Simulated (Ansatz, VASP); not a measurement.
NbTe in VASP and in Ansatz

File INCAR:

```
SYSTEM = NbTe
ALGO = Normal
EDIFF = 1E-6
ENCUT = 520
GGA = PE
ISIF = 2
ISMEAR = 0
ISPIN = 2
LASPH = .True.
LCHARG = .False.
LMAXMIX = 4
LORBIT = 11
LREAL = .False.
LWAVE = .False.
MAGMOM = 2 -2 0 0
NBANDS = 31
NELM = 150
PREC = Accurate
SIGMA = 0.05
```

The input KPOINTS:

```
k-points
0
Gamma
  10 10 5
  0 0 0
```

POSCAR

```
NbTe
1.0
    0.0000000000      2.8774587933      2.8774587932
    5.7549175863      2.8774587933      2.8774587932
    5.7549175863      5.7549175865     -0.0000000001
Nb Te
2 2
Direct
    0.5000000000      0.5000000000      0.0000000000
    0.5000000000      0.5000000000      0.5000000000
    0.0000000000      0.0000000000      0.0000000000
    0.0000000000      0.0000000000      0.5000000000
```

Input for Ansatz:

```yaml
crystal:
  lattice:
    - [-1.447954191533e-27, 2.87745879325, 2.8774587932]
    - [5.7549175863, 2.87745879325, 2.8774587932]
    - [5.7549175863, 5.75491758645, -5.00015728582e-11]
  atoms:
    - { symbol: Nb, position: [0.5, 0.5, 0.0], spin: 2.0 }
    - { symbol: Te, position: [0.0, 0.0, 0.0] }
    - { symbol: Nb, position: [0.5, 0.5, 0.5], spin: -2.0 }
    - { symbol: Te, position: [0.0, 0.0, 0.5] }
basis:
  ecutwfc: 420
  ecutrho_ratio: 4
  xc_grid: 4
kpoints:
  mp_grid: { grid: [10, 10, 5] }
hamiltonian:
  xc: pbe
scf:
  occupations: { method: gaussian, width: 0.05 }
  algorithm: density_mixing
output:
  forces: true
  stress: true
  write_density: true
  write_potential: true
  elf: true
  volumetric_format: npy
magnetization:
  spin_polarized: true
```

Alike in both runs: task single point; functional PBE; k mesh 10 × 10 × 5; occupations gaussian, width 0.05 eV; collinear spin.

```csv
,VASP,Ansatz
version,VASP 6.6.1,Ansatz 0.2.0
potentials or method,"VASP PAW PBE potentials, release 64 (Nb_sv, Te), cutoff 520 eV","scalar-relativistic, plane waves, PAW"
valence electrons in the cell,38,58
```

```tsv
	VASP	Ansatz	Ansatz less VASP
gap on the k mesh at the Fermi level (eV)	none	none	-
pressure (GPa)	-0.1	0.0	+0.14
net moment per atom (μB)	0.00	0.00	0.000
size of the moment on the site where the two differ most (μB)	1.21	1.20	-0.008
```

Site moments also hang on the region over which each program counts them. A gap of «none» marks a metal or a gap that the smearing closes. VASP's potentials hold 38 valence electrons a cell and Ansatz's 58, so a difference there can come from the potentials and not from the codes.

Spin-orbit coupling is off throughout.
